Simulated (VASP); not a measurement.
Si:

```xyz
2
Lattice="-2.4350 2.4350 1.3295 2.4350 -2.4350 1.3295 2.4350 2.4350 -1.3295" Properties=species:S:1:pos:R:3 pbc="T T T"
Si    0.0000    0.0000    0.0000
Si    0.0000    2.4350    0.6648
```

| Quantity | Value |
| --- | --- |
| Program | VASP 6.6.1 |
| Task | relaxation of cell and atoms |
| Functional | PBE |
| Potentials or basis | VASP PAW PBE potentials, release 64 (Si) |
| Cutoff | 600 eV |
| k mesh | 13 × 13 × 9 |
| Occupations | fermi-dirac, width 0.1 eV |
| Spin | no spin polarisation |

At the start: pressure -2.8 GPa; volume 15.77 Å³/atom.

**Question.** How do energy, volume and symmetry change on relaxing?

**Answer.** Over 6 steps the energy falls by 4.4 meV/atom and the volume is 15.35 Å³/atom (-2.6 %); space group I4_1/amd (No. 141, to 0.1 Å) before and after.

The path:
```tsv
step	energy change (eV)	largest force (eV/Å)	pressure (GPa)	volume (Å³)
1	0.0000	0.0033	-2.77	31.53
2	-0.0069	0.0011	1.41	30.31
3	-0.0084	0.0003	0.12	30.66
4	-0.0087	0.0006	0.07	30.68
5	-0.0087	0.0024	-0.01	30.72
6	-0.0088	0.0014	0.03	30.70
```

Final structure:
```
Si
1.0
    -2.40242    2.40365    1.32953
     2.40365   -2.40242    1.32953
     2.40155    2.40155   -1.32727
Si
2
Cartesian
  -0.0008 4.8051 0.0023
  -0.0002 2.4030 0.6659
```
